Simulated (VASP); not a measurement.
# Si (Fd-3m) in VASP: a series of runs

The runs below take Si through single point, relaxation of cell and atoms, with LDA.

Everything below comes from runs of VASP 6.6.1. Logs are shortened: lines on timing, memory, paths and dates and some standing lists are left out, and cuts for length are marked.

## Step 1: The cell of the first run

The structure is cubic, space group Fd-3m (No. 227). Conventional cell: a = 5.402 Å, b = 5.402 Å, c = 5.402 Å, α = 90.00°, β = 90.00°, γ = 90.00°. Within 3.1 Å of Si (site symmetry -43m) lie 4 Si at 2.34 Å.

## Step 2: Single point, LDA

Contents of INCAR:

```
SYSTEM = Si
PREC = Accurate
ENCUT = 500
EDIFF = 1E-6
ISMEAR = 0
SIGMA = 0.01
LREAL = .False.
LASPH = .True.
NELM = 120
ALGO = Normal
ISIF = 2
LWAVE = .False.
LCHARG = .False.
NBANDS = 11
GGA_COMPAT = .False.
```

Contents of KPOINTS:

```
Automatic mesh
0
Gamma
  10 10 10
  0 0 0
```

Contents of POSCAR:

```
Si
1.0
    0.0000000000      2.7010435062      2.7010435062
    2.7010435062      0.0000000000      2.7010435062
    2.7010435062      2.7010435062      0.0000000000
Si
2
Direct
    0.0000000000      0.0000000000      0.0000000000
    0.2500000000      0.2500000000      0.2500000000
```

Potentials or basis: VASP PAW LDA potentials, release 64 (Si).

Run with:

```bash
> cat potpaw_LDA.64/Si/POTCAR > POTCAR
> mpirun -np 1 vasp_std > vasp.out
```

OUTCAR:

```text
SYSTEM = Si
   PREC = Accurate
   ENCUT = 500
   EDIFF = 1E-6
   ISMEAR = 0
   LREAL = .False.
   LASPH = .True.
   NELM = 120
   ISIF = 2

 ion  position               nearest neighbor table
   1  0.000  0.000  0.000-   2 2.34   2 2.34   2 2.34   2 2.34
   2  0.250  0.250  0.250-   1 2.34   1 2.34   1 2.34   1 2.34

  LATTYP: Found a face centered cubic cell.
 ALAT       =     5.4020870124

  Lattice vectors:

 A1 = (   0.0000000000,   2.7010435062,   2.7010435062)
 A2 = (   2.7010435062,   0.0000000000,   2.7010435062)
 A3 = (   2.7010435062,   2.7010435062,   0.0000000000)

Analysis of symmetry for initial positions (statically):
=====================================================================
 Subroutine PRICEL returns:
 Original cell was already a primitive cell.

 Routine SETGRP: Setting up the symmetry group for a
 face centered cubic supercell.

 Subroutine GETGRP returns: Found 48 space group operations
 (whereof 24 operations were pure point group operations)
 out of a pool of 48 trial point group operations.

The static configuration has the point symmetry T_d .
 The point group associated with its full space group is O_h .

Analysis of symmetry for dynamics (positions and initial velocities):
=====================================================================
 Subroutine PRICEL returns:
 Original cell was already a primitive cell.

 Routine SETGRP: Setting up the symmetry group for a
 face centered cubic supercell.

 Subroutine GETGRP returns: Found 48 space group operations
 (whereof 24 operations were pure point group operations)
 out of a pool of 48 trial point group operations.

The dynamic configuration has the point symmetry T_d .
 The point group associated with its full space group is O_h .

 Subroutine INISYM returns: Found 48 space group operations
 (whereof 24 operations are pure point group operations),
 and found     1 'primitive' translations

----------------------------------------------------------------------------------------

                                     Primitive cell

  volume of cell :      39.4117

  direct lattice vectors                    reciprocal lattice vectors
     0.000000000  2.701043506  2.701043506    -0.185113642  0.185113642  0.185113642
     2.701043506  0.000000000  2.701043506     0.185113642 -0.185113642  0.185113642
     2.701043506  2.701043506  0.000000000     0.185113642  0.185113642 -0.185113642

  length of vectors
     3.819852359  3.819852359  3.819852359     0.320626233  0.320626233  0.320626233

  position of ions in fractional coordinates (direct lattice)
     0.000000000  0.000000000  0.000000000
     0.250000000  0.250000000  0.250000000

  ion indices of the primitive-cell ions
   primitive index   ion index
                 1           1
                 2           2

----------------------------------------------------------------------------------------

 KPOINTS: Automatic mesh

Automatic generation of k-mesh.
 Grid dimensions read from file:
 generate k-points for:   10   10   10

 Generating k-lattice:

  Cartesian coordinates                     Fractional coordinates (reciprocal lattice)
    -0.018511364  0.018511364  0.018511364     0.100000000  0.000000000  0.000000000
     0.018511364 -0.018511364  0.018511364     0.000000000  0.100000000  0.000000000
     0.018511364  0.018511364 -0.018511364     0.000000000  0.000000000  0.100000000

  Length of vectors
     0.032062623  0.032062623  0.032062623

  Shift w.r.t. Gamma in fractional coordinates (k-lattice)
     0.000000000  0.000000000  0.000000000

 Subroutine IBZKPT returns following result:
 ===========================================

 Found     47 irreducible k-points:

 Following reciprocal coordinates:
            Coordinates               Weight
  0.000000  0.000000  0.000000      1.000000
  0.100000  0.000000  0.000000      8.000000
  0.200000  0.000000  0.000000      8.000000
  0.300000  0.000000  0.000000      8.000000
  0.400000  0.000000  0.000000      8.000000
  0.500000  0.000000  0.000000      4.000000
[... 16 lines left out ...]
  0.300000  0.300000  0.000000      6.000000
  0.400000  0.300000  0.000000     24.000000
 [... further k-points ...]
   k-points           NKPTS =     47   k-points in BZ     NKDIM =     47   number of bands    NBANDS=     11
   number of dos      NEDOS =    301   number of ions     NIONS =      2
   total plane-waves  NPLWV =  21952
   dimension x,y,z NGX =    28 NGY =   28 NGZ =   28
   dimension x,y,z NGXF=    56 NGYF=   56 NGZF=   56
   ions per type =               2
   NGX,Y,Z   is equivalent  to a cutoff of  12.19, 12.19, 12.19 a.u.
   NGXF,Y,Z  is equivalent  to a cutoff of  24.37, 24.37, 24.37 a.u.
 SYSTEM =  Si
   PREC   = accura    normal or accurate (medium, high low for compatibility)
   ISTART =      0    job   : 0-new  1-cont  2-samecut
   ICHARG =      2    charge: 1-file 2-atom 10-const
   ISPIN  =      1    spin polarized calculation?
   LNONCOLLINEAR =      F non collinear calculations
   LSORBIT =      F    spin-orbit coupling
   LASPH  =      T    aspherical Exc in radial PAW
   ENCUT  =  500.0 eV  36.75 Ry    6.06 a.u.   6.96  6.96  6.96*2*pi/ulx,y,z
   NELM   =    120;   NELMIN=  2; NELMDL= -5     # of ELM steps
   EDIFF  = 0.1E-05   stopping-criterion for ELM
   LREAL  =      F    real-space projection
   EDIFFG = 0.1E-04   stopping-criterion for IOM
   NSW    =      0    number of steps for IOM
   IBRION =     -1    ionic relax: 0-MD 1-quasi-New 2-CG
   NFREE  =      0    steps in history (QN), initial steepest desc. (CG)
   ISIF   =      2    stress and relaxation
   ISYM   =      2    0-nonsym 1-usesym 2-fastsym
   POTIM  = 0.5000    time-step for ionic-motion
   TEBEG  =    0.0;   TEEND  =   0.0 temperature during run
   PSTRESS=    0.0 pullay stress
   NELECT =       8.0000    total number of electrons
   NUPDOWN=      -1.0000    fix difference up-down
   EMIN   =  10.00;   EMAX   =-10.00  energy-range for DOS
   EFERMI =   0.00;   METHOD = LEGACY
   ISMEAR =     0;   SIGMA  =   0.01  broadening in eV -4-tet -1-fermi 0-gaus
   EFERMI_NEDOS =   21; number of points for ismear=-14 and -15
   IALGO  =     38    algorithm
   IMIX   =      4    mixing-type and parameters
     AMIX     =   0.40;   BMIX     =  1.00
     AMIX_MAG =   1.60;   BMIX_MAG =  1.00
  volume/ion in A,a.u.               =      19.71       132.98
  Fermi-wavevector in a.u.,A,eV,Ry     =   0.962121  1.818146 12.594611  0.925678
  Thomas-Fermi vector in A             =   2.091553
   LORBIT       =      0    0 simple, 1 ext, 2 COOP (PROOUT), +10 PAW based schemes
   GGA     = CA    functional components
   LHFCALC =     F    Hartree Fock is set to
   AEXX    =    0.0000 exact exchange contribution
   IVDW    =     0    specifies the selected vdW correction
   LEPSILON=     F    determine dielectric tensor
   LRPA    =     F    only Hartree local field effects (RPA)
 non-spin polarized calculation
 Gauss-broadening in eV      SIGMA  =   0.01
  energy-cutoff  :      500.00
  volume of cell :       39.41
 maximum number of plane-waves:      1012
   NGX = 13   NGY = 13   NGZ = 13

 number of electron       8.0000001 magnetization

 Free energy of the ion-electron system (eV)
  ---------------------------------------------------
  ext. energy  EPLUGINS =         0.00000000
  ---------------------------------------------------
  free energy    TOTEN  =       -11.91904521 eV

  energy without entropy =      -11.91904521  energy(sigma->0) =      -11.91904521

 E-fermi :   6.0014     XC(G=0):  -9.6653

 val. band max:        5.9327251580   @ k =   0.0000   0.0000   0.0000
 cond. band min:       6.3853529942   @ k =   0.4000   0.4000   0.0000
 fundamental gap:      0.4526278363
 Fermi energy:         6.0014494136

 k-point     1 :       0.0000    0.0000    0.0000
  band No.  band energies     occupation
      1      -6.1334      2.00000
      2       5.9327      2.00000
      3       5.9327      2.00000
      4       5.9327      2.00000
      5       8.4635      0.00000
      6       8.4635      0.00000
      7       8.4635      0.00000
      8       9.3241      0.00000
      9      13.6686      0.00000
     10      13.6686      0.00000
     11      13.6777      0.00000

 k-point     2 :       0.1000    0.0000    0.0000
  band No.  band energies     occupation
      1      -6.0006      2.00000
      2       4.7739      2.00000
      3       5.7305      2.00000
      4       5.7305      2.00000
      5       8.4748      0.00000
      6       8.7604      0.00000
      7       8.7604      0.00000
      8      10.2372      0.00000
      9      13.2898      0.00000
     10      13.2898      0.00000
     11      14.2348      0.00000

 k-point     3 :       0.2000    0.0000    0.0000
  band No.  band energies     occupation
      1      -5.6085      2.00000
      2       2.8902      2.00000
      3       5.3451      2.00000
      4       5.3451      2.00000
      5       8.1117      0.00000
      6       9.2706      0.00000
      7       9.2706      0.00000
      8      11.9791      0.00000
      9      12.9566      0.00000
     10      12.9566      0.00000
     11      14.9131      0.00000

 k-point     4 :       0.3000    0.0000    0.0000
  band No.  band energies     occupation
      1      -4.9831      2.00000
      2       1.0819      2.00000
      3       5.0082      2.00000
      4       5.0082      2.00000
      5       7.7438      0.00000
      6       9.4290      0.00000
      7       9.4290      0.00000
      8      13.4955      0.00000
      9      13.5069      0.00000
     10      13.5069      0.00000
     11      14.7133      0.00000

 k-point     5 :       0.4000    0.0000    0.0000
  band No.  band energies     occupation
      1      -4.2205      2.00000
      2      -0.4173      2.00000
      3       4.7955      2.00000
      4       4.7955      2.00000
      5       7.5018      0.00000
      6       9.2984      0.00000
      7       9.2984      0.00000
      8      13.5945      0.00000
      9      14.9133      0.00000
     10      14.9133      0.00000
     11      15.9728      0.00000
[... 211 lines left out ...]
 k-point    21 :      -0.3000    0.2000    0.0000
  band No.  band energies     occupation
      1      -4.0332      2.00000
      2       0.1706      2.00000
      3       2.4062      2.00000
      4       4.6008      2.00000
      5       8.3186      0.00000
      6      10.4366      0.00000
      7      10.4915      0.00000
      8      12.6057      0.00000
      9      12.7156      0.00000
     10      15.4466      0.00000
     11      17.7856      0.00000

 k-point    22 :      -0.2000    0.2000    0.0000
  band No.  band energies     occupation
      1      -4.7643      2.00000
      2       1.4295      2.00000
      3       2.8608      2.00000
      4       5.0799      2.00000
      5       8.7837      0.00000
      6       9.9034      0.00000
      7      10.1904      0.00000
      8      11.6238      0.00000
      9      11.9965      0.00000
     10      16.5573      0.00000
     11      16.7471      0.00000

 k-point    23 :       0.3000    0.3000    0.0000
  band No.  band energies     occupation
      1      -4.5626      2.00000
      2       1.5060      2.00000
      3       3.6675      2.00000
      4       3.6675      2.00000
      5       6.6821      0.00000
      6       8.2292      0.00000
      7      12.5823      0.00000
      8      12.5823      0.00000
      9      15.0817      0.00000
     10      15.4228      0.00000
     11      18.2738      0.00000

 k-point    24 :       0.4000    0.3000    0.0000
  band No.  band energies     occupation
      1      -3.9405      2.00000
      2       0.4905      2.00000
      3       3.0186      2.00000
      4       3.4609      2.00000
      5       6.8703      0.00000
      6       8.0645      0.00000
      7      12.8821      0.00000
      8      12.9974      0.00000
      9      16.4382      0.00000
     10      16.7227      0.00000
     11      18.0306      0.00000

 [... further k-points ...]
[... 5 lines left out ...]
  --------------------------------------------------------------------------------------
  -------------------------------------------------------------------------------------
  Total        0.0097250      0.0097250      0.0097250      0.0000000     -0.0000000     -0.0000000
  in kB        0.3953462      0.3953462      0.3953462      0.0000000     -0.0000000     -0.0000000
  external PRESSURE =       0.3953462 kB  Pullay stress =       0.0000000 kB

 VOLUME and BASIS-vectors are now :
 -----------------------------------------------------------------------------
  energy-cutoff  :      500.00
  volume of cell :       39.41
      direct lattice vectors                 reciprocal lattice vectors
     0.000000000  2.701043506  2.701043506    -0.185113642  0.185113642  0.185113642
     2.701043506  0.000000000  2.701043506     0.185113642 -0.185113642  0.185113642
     2.701043506  2.701043506  0.000000000     0.185113642  0.185113642 -0.185113642

 POSITION                                       TOTAL-FORCE (eV/Angst)
 -----------------------------------------------------------------------------------
      0.00000      0.00000      0.00000         0.000000     -0.000000     -0.000000
      1.35052      1.35052      1.35052        -0.000000      0.000000      0.000000
 -----------------------------------------------------------------------------------
    total drift:                                0.000000      0.000000     -0.000000

  FREE ENERGIE OF THE ION-ELECTRON SYSTEM (eV)
  ---------------------------------------------------
  free  energy   TOTEN  =       -11.9190452068 eV

  energy  without entropy=      -11.9190452068  energy(sigma->0) =      -11.91904521
```

Run time: 18 s. Hardware: 1 thread of Intel Xeon 8259CL, shared host; peak memory 0.14 GiB.

What came out:

```
Free energy            : -11.9190 eV
Pressure               : 0.0 GPa
Band gap on the k mesh : 0.45 eV (least direct gap 2.53 eV)
```

## Step 3: Relaxation of cell and atoms, LDA

Contents of INCAR:

```
SYSTEM = Si
PREC     = Accurate       ! precision mode
ENCUT    = 500            ! plane-wave cutoff, eV
EDIFF    = 1E-7           ! SCF threshold, eV
ISMEAR   = 0              ! smearing method
SIGMA    = 0.02           ! smearing width, eV
LREAL    = .False.        ! projectors in reciprocal space
LASPH    = .True.         ! aspherical terms in the spheres
NELM     = 120            ! most SCF steps
ALGO     = Normal         ! electronic algorithm
ISIF     = 3              ! what is computed and relaxed
LWAVE    = .False.        ! write WAVECAR
LCHARG   = .False.        ! write CHGCAR
GGA      = CA             ! functional
IBRION   = 2              ! ionic algorithm
NSW      = 100            ! ionic steps
EDIFFG   = -0.002         ! ionic threshold
GGA_COMPAT= .False.      
NELMIN   = 4
```

KPOINTS is that of step 2.

POSCAR is that of step 2.

Potentials or basis: VASP PAW LDA potentials, release 64 (Si).

Run with:

```bash
> cat potpaw_LDA.64/Si/POTCAR > POTCAR
> mpirun -np 1 vasp_std > vasp.out
```

OUTCAR:

```text
SYSTEM = Si
   PREC = Accurate
   ENCUT = 500
   EDIFF = 1E-7
   ISMEAR = 0
   LREAL = .False.
   LASPH = .True.
   NELM = 120
   ISIF = 3
   GGA = CA
   IBRION = 2
   NSW = 100
   EDIFFG = -0.002
   NELMIN = 4

 ion  position               nearest neighbor table
   1  0.000  0.000  0.000-   2 2.34   2 2.34   2 2.34   2 2.34
   2  0.250  0.250  0.250-   1 2.34   1 2.34   1 2.34   1 2.34

  LATTYP: Found a face centered cubic cell.
 ALAT       =     5.4020870124

  Lattice vectors:

 A1 = (   0.0000000000,   2.7010435062,   2.7010435062)
 A2 = (   2.7010435062,   0.0000000000,   2.7010435062)
 A3 = (   2.7010435062,   2.7010435062,   0.0000000000)

Analysis of symmetry for initial positions (statically):
=====================================================================
[... 254 lines left out ...]

  energy without entropy =      -11.91904710  energy(sigma->0) =      -11.91904710

 E-fermi :   6.0141     XC(G=0):  -9.6638

 val. band max:        5.9285970140   @ k =   0.0000   0.0000   0.0000
 cond. band min:       6.3818925981   @ k =   0.4000   0.4000   0.0000
 fundamental gap:      0.4532955841
 Fermi energy:         6.0140604872

 k-point     1 :       0.0000    0.0000    0.0000
  band No.  band energies     occupation
      1      -6.1347      2.00000
      2       5.9286      2.00000
      3       5.9286      2.00000
      4       5.9286      2.00000
      5       8.4592      0.00000
      6       8.4592      0.00000
      7       8.4592      0.00000
      8       9.3153      0.00000
[... 243 lines left out ...]
 k-point    24 :       0.4000    0.3000    0.0000
  band No.  band energies     occupation
      1      -3.9426      2.00000
      2       0.4869      2.00000
      3       3.0156      2.00000
      4       3.4577      2.00000
      5       6.8666      0.00000
      6       8.0608      0.00000
      7      12.8760      0.00000
      8      12.9918      0.00000

 [... further k-points ...]
[... 5 lines left out ...]
  --------------------------------------------------------------------------------------
  -------------------------------------------------------------------------------------
  Total       -0.0001948     -0.0001948     -0.0001948     -0.0000000      0.0000000      0.0000000
  in kB       -0.0079161     -0.0079161     -0.0079161     -0.0000000      0.0000000      0.0000000
  external PRESSURE =      -0.0079161 kB  Pullay stress =       0.0000000 kB
[... 17 lines left out ...]
  FREE ENERGIE OF THE ION-ELECTRON SYSTEM (eV)
  ---------------------------------------------------
  free  energy   TOTEN  =       -11.9190470954 eV

  energy  without entropy=      -11.9190470954  energy(sigma->0) =      -11.91904710

 reached required accuracy - stopping structural energy minimisation
```

OSZICAR:

```text
N       E                     dE             d eps       ncg     rms          rms(c)
DAV:   1     0.575202980855E+01    0.57520E+01   -0.31761E+03   752   0.748E+02
DAV:   2    -0.119367563614E+02   -0.17689E+02   -0.16947E+02  1176   0.819E+01
DAV:   3    -0.121898355423E+02   -0.25308E+00   -0.25308E+00   984   0.123E+01
[... 15 lines left out ...]
       N       E                     dE             d eps       ncg     rms          rms(c)
DAV:   1    -0.119190476983E+02   -0.17120E-05   -0.20362E-05   904   0.258E-02    0.416E-03
DAV:   2    -0.119190472881E+02    0.41025E-06   -0.41606E-07   968   0.441E-03    0.264E-03
DAV:   3    -0.119190470960E+02    0.19204E-06   -0.46356E-07   888   0.342E-03    0.655E-04
DAV:   4    -0.119190470954E+02    0.57582E-09   -0.42019E-09   456   0.609E-04
   3 F= -.11919047E+02 E0= -.11919047E+02  d E =-.188229E-05
```

CONTCAR:

```text
Si
   1.00000000000000
    -0.0000000000000000    2.7014054845712785    2.7014054845712785
     2.7014054845712785    0.0000000000000000    2.7014054845712785
     2.7014054845712785    2.7014054845712785   -0.0000000000000000
  Si
     2
Direct
     0.0000000000000000    0.0000000000000000    0.0000000000000000
     0.2500000000000000    0.2500000000000000    0.2500000000000000

  0.00000000E+00  0.00000000E+00  0.00000000E+00
  0.00000000E+00  0.00000000E+00  0.00000000E+00
```

Wall time 23 s (1 thread of Intel Xeon 8259CL, shared host); peak memory 0.13 GiB.

What came out:

* Free energy: -11.9190 eV
* Relaxed volume: 19.71 Å³/atom
* Relaxed cell: a = 3.820 Å, b = 3.820 Å, c = 3.820 Å, α = 60.00°, β = 60.00°, γ = 60.00°
* Space group after relaxing (to 0.1 Å): Fd-3m (No. 227)
* Energy gained by relaxing: 0.0 meV/atom
* Ionic steps: 3
* Pressure after relaxing: 0.0 GPa
* Band gap on the k mesh: 0.45 eV (least direct gap 2.53 eV)

Final structure:
```yaml
crystal:
  lattice:
    - [0.00000, 2.70141, 2.70141]
    - [2.70141, 0.00000, 2.70141]
    - [2.70141, 2.70141, 0.00000]
  atoms:
    - { symbol: Si, position: [0.00000, 0.00000, 0.00000] }
    - { symbol: Si, position: [0.25000, 0.25000, 0.25000] }
```
